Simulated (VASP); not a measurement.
Wanted: the native input for a VASP 6.6.1 run.

* Task: single point
* Functional: HF
* Potentials or basis: VASP PAW PBE potentials, release 64 (Si)
* Cutoff: 520 eV
* k mesh: 6 × 6 × 6
* Occupations: gaussian, width 0.01 eV
* Spin: no spin polarisation
* Dipole correction: no
* Grid for exact exchange (PRECFOCK): Normal
* Further INCAR settings: ALGO = Normal; EDIFF = 1e-06; NBANDS = 11
* Share of exact exchange: 1

Crystal: Si.

```xyz
2
Lattice="0.0000 2.7221 2.7221 2.7221 0.0000 2.7221 2.7221 2.7221 0.0000" Properties=species:S:1:pos:R:3 pbc="T T T"
Si    1.3611    1.3611    1.3611
Si    0.0000    0.0000    0.0000
```

These files were run (other wordings do the same):

POSCAR

```
Si
1.0
    0.0000000000      2.7221197377      2.7221197377
    2.7221197377      0.0000000000      2.7221197377
    2.7221197377      2.7221197377      0.0000000000
Si
2
Direct
    0.2500000000      0.2500000000      0.2500000000
    0.0000000000      0.0000000000      0.0000000000
```

INCAR.step1

```
ALGO = Normal ; EDIFF = 1E-5
ENCUT = 520 ; GGA = PE
ISIF = 2 ; ISMEAR = 0
LASPH = T ; LCHARG = F
LREAL = F ; LWAVE = T
NBANDS = 11 ; NELM = 100
PREC = Accurate ; SIGMA = 0.01
```

INCAR.step2

```
AEXX = 1.0 ; AGGAC = 0.0
ALDAC = 0.0 ; ALGO = Normal
EDIFF = 1E-6 ; ENCUT = 520
GGA = PE ; ISIF = 2
ISMEAR = 0 ; ISTART = 1
LASPH = T ; LCHARG = F
LHFCALC = T ; LREAL = F
LWAVE = F ; NBANDS = 11
NELM = 100 ; PREC = Accurate
PRECFOCK = Normal ; SIGMA = 0.01
```

KPOINTS

```
k-points
0
Gamma
  6 6 6
```

Potentials or basis: VASP PAW PBE potentials, release 64 (Si).

Launch:

```bash
$ cat potpaw_PBE.64/Si/POTCAR > POTCAR
$ cp INCAR.step1 INCAR
$ mpirun -np 1 vasp_std > vasp.out
$ cp INCAR.step2 INCAR
$ mpirun -np 1 vasp_std > vasp.out
```

It gave:

* Pressure: 2.5 GPa
* Band gap on the k mesh: 6.68 eV (least direct gap 9.16 eV)

Caveat: the PAW data sets were made with another functional, which shifts forces and pressure a little.

Run time: 7.6 min on 1 thread of Intel(R) Xeon(R) Platinum 8488C (Sapphire Rapids), with other jobs on the host, peak memory 0.17 GiB.
